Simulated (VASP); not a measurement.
# NiSb (P6_3/mmc) in VASP: further runs, part 2 of 2

VASP 6.6.1. Earlier steps stand in the parts before.

## (4) Single point, PBEsol (biaxial strain in the a-b plane: -1.0 %)

INCAR reads:

```
SYSTEM = NiSb
PREC = Accurate
ENCUT = 520
EDIFF = 1E-6
ISMEAR = 0
SIGMA = 0.1
LREAL = .FALSE.
LASPH = .TRUE.
NELM = 80
ALGO = Normal
ISIF = 2
LWAVE = .FALSE.
LCHARG = .TRUE.
GGA = PS
LELF = .TRUE.
LVHAR = .TRUE.
NBANDS = 23
```

KPOINTS reads:

```
regular mesh
0
G
  18 18 10
  0 0 0
```

POSCAR reads:

```
NiSb
1.0
    3.8767786098      0.0000000000      0.0000000000
   -1.9383893049      3.3573887609      0.0000000000
    0.0000000000      0.0000000000      5.1007171624
Ni Sb
2 2
Direct
    0.0000000000      0.0000000000      0.0000000000
    0.0000000000      0.0000000000      0.5000000000
    0.3333333333      0.6666666667      0.2500000000
    0.6666666667      0.3333333333      0.7500000000
```

Potentials or basis: VASP PAW PBE potentials, release 64 (Ni, Sb).

Launch:

```sh
$ cat potpaw_PBE.64/Ni/POTCAR potpaw_PBE.64/Sb/POTCAR > POTCAR
$ mpirun -np 1 vasp_std > vasp.out
```

OUTCAR:

```text
SYSTEM = NiSb
   PREC = Accurate
   ENCUT = 520
   EDIFF = 1E-6
   ISMEAR = 0
   LREAL = .FALSE.
   LASPH = .TRUE.
   NELM = 80
   ISIF = 2
   GGA = PS

 ion  position               nearest neighbor table
   1  0.000  0.000  0.000-   2 2.55   2 2.55   4 2.58   3 2.58   3 2.58   4 2.58   4 2.58   3 2.58

   2  0.000  0.000  0.500-   1 2.55   1 2.55   4 2.58   3 2.58   3 2.58   4 2.58   4 2.58   3 2.58

   3  0.333  0.667  0.250-   1 2.58   2 2.58   1 2.58   2 2.58   1 2.58   2 2.58   4 3.39   4 3.39
                             4 3.39   4 3.39   4 3.39   4 3.39
   4  0.667  0.333  0.750-   1 2.58   2 2.58   1 2.58   2 2.58   1 2.58   2 2.58   3 3.39   3 3.39
                             3 3.39   3 3.39   3 3.39   3 3.39

  LATTYP: Found a hexagonal cell.
 ALAT       =     3.8767786098
 C/A-ratio  =     1.3157102006

  Lattice vectors:

 A1 = (   3.8767786098,   0.0000000000,   0.0000000000)
 A2 = (  -1.9383893049,   3.3573887609,   0.0000000000)
 A3 = (   0.0000000000,   0.0000000000,   5.1007171624)

Analysis of symmetry for initial positions (statically):
=====================================================================
 Subroutine PRICEL returns:
 Original cell was already a primitive cell.

 Routine SETGRP: Setting up the symmetry group for a
 hexagonal supercell.

 Subroutine GETGRP returns: Found 24 space group operations
 (whereof 12 operations were pure point group operations)
 out of a pool of 24 trial point group operations.

The static configuration has the point symmetry D_3d.
 The point group associated with its full space group is D_6h.

Analysis of symmetry for dynamics (positions and initial velocities):
=====================================================================
 Subroutine PRICEL returns:
 Original cell was already a primitive cell.

 Routine SETGRP: Setting up the symmetry group for a
 hexagonal supercell.

 Subroutine GETGRP returns: Found 24 space group operations
 (whereof 12 operations were pure point group operations)
 out of a pool of 24 trial point group operations.

The dynamic configuration has the point symmetry D_3d.
 The point group associated with its full space group is D_6h.

 Subroutine INISYM returns: Found 24 space group operations
 (whereof 12 operations are pure point group operations),
 and found     1 'primitive' translations

----------------------------------------------------------------------------------------

                                     Primitive cell

  volume of cell :      66.3902

  direct lattice vectors                    reciprocal lattice vectors
     3.876778610  0.000000000  0.000000000     0.257946120  0.148925262  0.000000000
    -1.938389305  3.357388761  0.000000000     0.000000000  0.297850523  0.000000000
     0.000000000  0.000000000  5.100717162     0.000000000  0.000000000  0.196050863

  length of vectors
     3.876778610  3.876778610  5.100717162     0.297850523  0.297850523  0.196050863

  position of ions in fractional coordinates (direct lattice)
     0.000000000  0.000000000  0.000000000
     0.000000000  0.000000000  0.500000000
     0.333333333  0.666666667  0.250000000
     0.666666667  0.333333333  0.750000000

  ion indices of the primitive-cell ions
   primitive index   ion index
                 1           1
                 2           2
                 3           3
                 4           4

----------------------------------------------------------------------------------------

 KPOINTS: regular mesh

Automatic generation of k-mesh.
 Grid dimensions read from file:
 generate k-points for:   18   18   10

 Generating k-lattice:

  Cartesian coordinates                     Fractional coordinates (reciprocal lattice)
     0.014330340  0.008273626  0.000000000     0.055555556  0.000000000  0.000000000
     0.000000000  0.016547251  0.000000000     0.000000000  0.055555556  0.000000000
     0.000000000  0.000000000  0.019605086     0.000000000  0.000000000  0.100000000

  Length of vectors
     0.016547251  0.016547251  0.019605086

  Shift w.r.t. Gamma in fractional coordinates (k-lattice)
     0.000000000  0.000000000  0.000000000

 Subroutine IBZKPT returns following result:
 ===========================================

 Found    222 irreducible k-points:

 Following reciprocal coordinates:
            Coordinates               Weight
  0.000000  0.000000  0.000000      1.000000
  0.055556  0.000000  0.000000      6.000000
  0.111111  0.000000  0.000000      6.000000
  0.166667  0.000000  0.000000      6.000000
  0.222222  0.000000  0.000000      6.000000
  0.277778  0.000000  0.000000      6.000000
[... 16 lines left out ...]
  0.333333  0.111111  0.000000     12.000000
  0.388889  0.111111  0.000000     12.000000
 [... further k-points ...]
   k-points           NKPTS =    222   k-points in BZ     NKDIM =    222   number of bands    NBANDS=     23
   number of dos      NEDOS =    301   number of ions     NIONS =      4
   total plane-waves  NPLWV =  36000
   dimension x,y,z NGX =    30 NGY =   30 NGZ =   40
   dimension x,y,z NGXF=    60 NGYF=   60 NGZF=   80
   ions per type =               2   2
   NGX,Y,Z   is equivalent  to a cutoff of  12.86, 12.86, 13.04 a.u.
   NGXF,Y,Z  is equivalent  to a cutoff of  25.73, 25.73, 26.07 a.u.
 SYSTEM =  NiSb
   PREC   = accura    normal or accurate (medium, high low for compatibility)
   ISTART =      0    job   : 0-new  1-cont  2-samecut
   ICHARG =      2    charge: 1-file 2-atom 10-const
   ISPIN  =      1    spin polarized calculation?
   LNONCOLLINEAR =      F non collinear calculations
   LSORBIT =      F    spin-orbit coupling
   LASPH  =      T    aspherical Exc in radial PAW
   ENCUT  =  520.0 eV  38.22 Ry    6.18 a.u.   7.21  7.21  9.48*2*pi/ulx,y,z
   NELM   =     80;   NELMIN=  2; NELMDL= -5     # of ELM steps
   EDIFF  = 0.1E-05   stopping-criterion for ELM
   LREAL  =      F    real-space projection
   EDIFFG = 0.1E-04   stopping-criterion for IOM
   NSW    =      0    number of steps for IOM
   IBRION =     -1    ionic relax: 0-MD 1-quasi-New 2-CG
   NFREE  =      0    steps in history (QN), initial steepest desc. (CG)
   ISIF   =      2    stress and relaxation
   ISYM   =      2    0-nonsym 1-usesym 2-fastsym
   POTIM  = 0.5000    time-step for ionic-motion
   TEBEG  =    0.0;   TEEND  =   0.0 temperature during run
   PSTRESS=    0.0 pullay stress
   NELECT =      30.0000    total number of electrons
   NUPDOWN=      -1.0000    fix difference up-down
   EMIN   =  10.00;   EMAX   =-10.00  energy-range for DOS
   EFERMI =   0.00;   METHOD = LEGACY
   ISMEAR =     0;   SIGMA  =   0.10  broadening in eV -4-tet -1-fermi 0-gaus
   EFERMI_NEDOS =   21; number of points for ismear=-14 and -15
   IALGO  =     38    algorithm
   IMIX   =      4    mixing-type and parameters
     AMIX     =   0.40;   BMIX     =  1.00
     AMIX_MAG =   1.60;   BMIX_MAG =  1.00
  volume/ion in A,a.u.               =      16.60       112.01
  Fermi-wavevector in a.u.,A,eV,Ry     =   1.256263  2.373993 21.472675  1.578197
  Thomas-Fermi vector in A             =   2.389980
   LORBIT       =      0    0 simple, 1 ext, 2 COOP (PROOUT), +10 PAW based schemes
   GGA     = PS    functional components
   LHFCALC =     F    Hartree Fock is set to
   AEXX    =    0.0000 exact exchange contribution
   IVDW    =     0    specifies the selected vdW correction
   LEPSILON=     F    determine dielectric tensor
   LRPA    =     F    only Hartree local field effects (RPA)
 non-spin polarized calculation
 Gauss-broadening in eV      SIGMA  =   0.10
  energy-cutoff  :      520.00
  volume of cell :       66.39
 maximum number of plane-waves:      1809
 NGX is ok and might be reduce to    30
   NGX = 15   NGY = 15   NGZ = 19

 number of electron      30.0000021 magnetization

 Free energy of the ion-electron system (eV)
  ---------------------------------------------------
  ext. energy  EPLUGINS =         0.00000000
  ---------------------------------------------------
  free energy    TOTEN  =       -22.67383218 eV

  energy without entropy =      -22.66484918  energy(sigma->0) =      -22.66934068

 E-fermi :  10.3616     XC(G=0): -11.8119

 val. band max:       10.3568393120   @ k =   0.1111   0.1111   0.5000
 cond. band min:      10.3685120648   @ k =   0.1667   0.0000   0.5000
 fundamental gap:      0.0116727528
 Fermi energy:        10.3615567736

 k-point     1 :       0.0000    0.0000    0.0000
  band No.  band energies     occupation
      1      -2.9197      2.00000
      2       1.7822      2.00000
      3       3.8354      2.00000
      4       6.2643      2.00000
      5       6.2643      2.00000
      6       7.0403      2.00000
[... 613 lines left out ...]
     22      18.1532      0.00000
     23      19.9065      0.00000

 [... further k-points ...]
[... 5 lines left out ...]
  --------------------------------------------------------------------------------------
  -------------------------------------------------------------------------------------
  Total        1.0925138      1.0925138      0.3210664      0.0000000     -0.0000000      0.0000000
  in kB       26.3653558     26.3653558      7.7482123      0.0000000     -0.0000000      0.0000000
  external PRESSURE =      20.1596413 kB  Pullay stress =       0.0000000 kB

 VOLUME and BASIS-vectors are now :
 -----------------------------------------------------------------------------
  energy-cutoff  :      520.00
  volume of cell :       66.39
      direct lattice vectors                 reciprocal lattice vectors
     3.876778610  0.000000000  0.000000000     0.257946120  0.148925262  0.000000000
    -1.938389305  3.357388761  0.000000000     0.000000000  0.297850523  0.000000000
     0.000000000  0.000000000  5.100717162     0.000000000  0.000000000  0.196050863

 POSITION                                       TOTAL-FORCE (eV/Angst)
 -----------------------------------------------------------------------------------
      0.00000      0.00000      0.00000        -0.000000      0.000000     -0.000000
      0.00000      0.00000      2.55036        -0.000000      0.000000     -0.000000
     -0.00000      2.23826      1.27518         0.000000      0.000000     -0.000000
      1.93839      1.11913      3.82554         0.000000     -0.000000      0.000000
 -----------------------------------------------------------------------------------
    total drift:                                0.000000     -0.000000     -0.000000

  FREE ENERGIE OF THE ION-ELECTRON SYSTEM (eV)
  ---------------------------------------------------
  free  energy   TOTEN  =       -22.6738321849 eV

  energy  without entropy=      -22.6648491752  energy(sigma->0) =      -22.66934068
```

OSZICAR:

```text
N       E                     dE             d eps       ncg     rms          rms(c)
DAV:   1     0.170006772442E+03    0.17001E+03   -0.12280E+04 10212   0.135E+03
DAV:   2    -0.149969861772E+02   -0.18500E+03   -0.17589E+03 10618   0.284E+02
DAV:   3    -0.242486662330E+02   -0.92517E+01   -0.90167E+01 12648   0.784E+01
DAV:   4    -0.244400515782E+02   -0.19139E+00   -0.19116E+00 11391   0.106E+01
DAV:   5    -0.244465347505E+02   -0.64832E-02   -0.64827E-02 13468   0.205E+00    0.145E+01
DAV:   6    -0.273015516156E+02   -0.28550E+01   -0.30359E+01 11528   0.989E+01    0.184E+01
DAV:   7    -0.227203465359E+02    0.45812E+01   -0.11641E+01 11990   0.689E+01    0.351E+00
DAV:   8    -0.227232850435E+02   -0.29385E-02   -0.10100E+00 14645   0.923E+00    0.246E+00
DAV:   9    -0.226740611142E+02    0.49224E-01   -0.17616E-01 11983   0.685E+00    0.456E-01
DAV:  10    -0.226742535159E+02   -0.19240E-03   -0.53859E-03 12021   0.706E-01    0.361E-01
DAV:  11    -0.226739178017E+02    0.33571E-03   -0.71093E-04 10886   0.230E-01    0.909E-02
DAV:  12    -0.226738373889E+02    0.80413E-04   -0.21326E-04 13643   0.243E-01    0.490E-02
DAV:  13    -0.226738339949E+02    0.33940E-05   -0.22238E-05 12158   0.413E-02    0.281E-02
DAV:  14    -0.226738327733E+02    0.12217E-05   -0.57490E-06 11752   0.201E-02    0.529E-03
DAV:  15    -0.226738321849E+02    0.58833E-06   -0.41259E-07  6289   0.608E-03
   1 F= -.22673832E+02 E0= -.22669341E+02  d E =-.898301E-02
```

stdout:

```text
POSCAR found type information on POSCAR NiSb
 POSCAR found :  2 types and       4 ions
 scaLAPACK will be used
 -----------------------------------------------------------------------------
|                                                                             |
|                                                                             |
|     You enforced a specific xc type in the INCAR file but a different       |
|     I HOPE YOU KNOW WHAT YOU ARE DOING!                                     |
|                                                                             |
 -----------------------------------------------------------------------------

 LDA part: xc-table for (Slater+PW92), standard interpolation
 POSCAR, INCAR and KPOINTS ok, starting setup
 FFT: planning ... GRIDC
 FFT: planning ... GRID_SOFT
 FFT: planning ... GRID
 WAVECAR not read
 entering main loop
```

Run time: 3.2 min. Hardware: 1 thread of AMD EPYC 9R45 (Zen 5), shared host; peak memory 0.38 GiB.

What came out:

```yaml
Free_energy: -22.6738 eV
Pressure: 2.0 GPa
Band_gap_on_the_k_mesh: zero (bands 15 and 16 overlap by 3.54 eV)
```

Caveat: the cell differs from its parent crystal (biaxial strain in the a-b plane: -1.0 %); the PAW data sets were made with another functional, which shifts forces and pressure a little; spin-orbit coupling is left out, which moves the levels of the heavy elements.

## (5) The runs side by side

```csv
cell,gap on the mesh (eV),pressure (GPa)
"a = 3.838, b = 3.838, c = 5.131 Å, angles 90.0, 90.0, 120.0°, 4 atoms",none,4.2
"a = 3.838, b = 3.838, c = 5.162 Å, angles 90.0, 90.0, 120.0°, 4 atoms",none,3.3
"a = 3.877, b = 3.877, c = 5.101 Å, angles 90.0, 90.0, 120.0°, 4 atoms",none,2.0
```

Alike in all rows: task single point; level PBEsol; potentials or basis VASP PAW PBE potentials, release 64 (Ni, Sb); no spin polarisation; k mesh 18 × 18 × 10; cutoff (eV) 520; smearing gaussian 0.1 eV.

Caveats: the PAW data sets were made with another functional, which shifts forces and pressure a little; spin-orbit coupling is left out, which moves the levels of the heavy elements; the cell stands under pressure (at least some runs).

Absolute energies hang on the potentials; compare differences alone.
